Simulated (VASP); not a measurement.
A run of VASP 6.6.1 is set up as follows.

POSCAR

```
Sr2BeZn3
1.0
    5.9868980000      0.0000000000      0.0000000000
    2.6897650000      5.6230440000      0.0000000000
    2.6091900000      1.0477990000      6.3796590000
Sr Be Zn
4 2 6
Direct
    0.3431200000      0.0543600000      0.8048800000
    0.6568800000      0.9456400000      0.1951200000
    0.0839800000      0.6841600000      0.6707600000
    0.9160200000      0.3158400000      0.3292400000
    0.3598600000      0.5581800000      0.1836800000
    0.6401400000      0.4418200000      0.8163200000
    0.1290000000      0.8568000000      0.2391000000
    0.8710000000      0.1432000000      0.7609000000
    0.3090000000      0.4133000000      0.9924000000
    0.6910000000      0.5867000000      0.0076000000
    0.3997000000      0.3369000000      0.4122000000
    0.6003000000      0.6631000000      0.5878000000
```

File INCAR.step1:

```
ALGO = Normal ; EDIFF = 1E-5
ENCUT = 660 ; GGA = PE
GGA_COMPAT = F ; ISMEAR = -1
LASPH = T ; LCHARG = F
LREAL = F ; LWAVE = T
NBANDS = 70 ; NELM = 120
PREC = Accurate ; SIGMA = 0.1
```

Contents of INCAR.step2:

```
ALGO = Normal ; EDIFF = 1E-6
ENCUT = 660 ; GGA_COMPAT = F
ISIF = 2 ; ISMEAR = -1
ISTART = 1 ; LASPH = T
LCHARG = F ; LMIXTAU = T
LREAL = F ; LWAVE = F
METAGGA = R2SCAN ; NBANDS = 70
NELM = 120 ; PREC = Accurate
SIGMA = 0.1
```

KPOINTS

```
Automatic mesh
0
Gamma
  4 3 3
  0.5 0.5 0
```

Potentials or basis: VASP PAW PBE potentials, release 64 (Sr_sv, Be, Zn).

Command:

```bash
$ cat potpaw_PBE.64/Sr_sv/POTCAR potpaw_PBE.64/Be/POTCAR potpaw_PBE.64/Zn/POTCAR > POTCAR
$ cp INCAR.step1 INCAR
$ mpirun -np 1 vasp_std > vasp.out
$ cp INCAR.step2 INCAR
$ mpirun -np 1 vasp_std > vasp.out
```

Question: Predict the pressure.

Answer: 31.1 GPa.

Question: Estimate the largest force.

Answer: 3.594 eV/Å.

Question: Predict the band gap on the k mesh.

Answer: Zero (bands 58 and 59 overlap by 0.43 eV).

Forces in eV/Å, atoms in the order of the input:
```
Sr   0.569 -0.456  0.718
Sr  -0.569  0.456 -0.718
Sr  -0.405 -0.660 -0.738
Sr   0.405  0.660  0.738
Be  -0.271 -0.231 -2.727
Be   0.271  0.231  2.727
Zn  -0.388  2.301  0.458
Zn   0.388 -2.301 -0.458
Zn  -1.782  0.076  0.430
Zn   1.782 -0.076 -0.430
Zn   0.137 -2.192  2.844
Zn  -0.137  2.192 -2.844
```

Caveat: the k points lie up to 0.38 Å⁻¹ apart; the PAW data sets were made with another functional, which shifts forces and pressure a little.
